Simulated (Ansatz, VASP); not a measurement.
# Two plane-wave programs on CsH5

```
CELL_PARAMETERS angstrom
5.45811 0.00000 0.00000
-2.72906 4.72687 0.00000
0.00000 0.00000 7.78708
ATOMIC_POSITIONS crystal
Cs 0.00000 0.00000 0.00000
H 0.50000 0.00000 0.00000
H 0.00000 0.50000 0.00000
H 0.50000 0.50000 0.00000
H 0.00000 0.00000 0.45195
H 0.00000 0.00000 0.54805
```

Alike in both runs: task relaxation of cell and atoms; functional PBE; k mesh 9 × 9 × 6; occupations gaussian, width 0.1 eV; no spin polarisation.

|  | VASP | Ansatz |
| --- | --- | --- |
| version | VASP 6.6.1 | Ansatz 0.2.0 |
| potentials or method | VASP PAW PBE potentials, release 64 (Cs_sv, H_h), cutoff 910 eV | scalar-relativistic, plane waves, PAW |
| valence electrons in the cell | 14 | 14 |

Ansatz gave:

| Quantity | Value |
| --- | --- |
| gap on the k mesh at the Fermi level, each at its own relaxed structure (eV) | none |
| relaxed volume (Å³/atom) | 35.63 |
| relaxed length of the cell vector where the two differ most in proportion (Å) | 8.319 |

Task: Estimate VASP's values.

Result: gap on the k mesh at the Fermi level, each at its own relaxed structure (eV): none; relaxed volume (Å³/atom): 35.65; relaxed length of the cell vector where the two differ most in proportion (Å): 8.359.

A gap of «none» marks a metal or a gap that the smearing closes.

Spin-orbit coupling is off throughout.
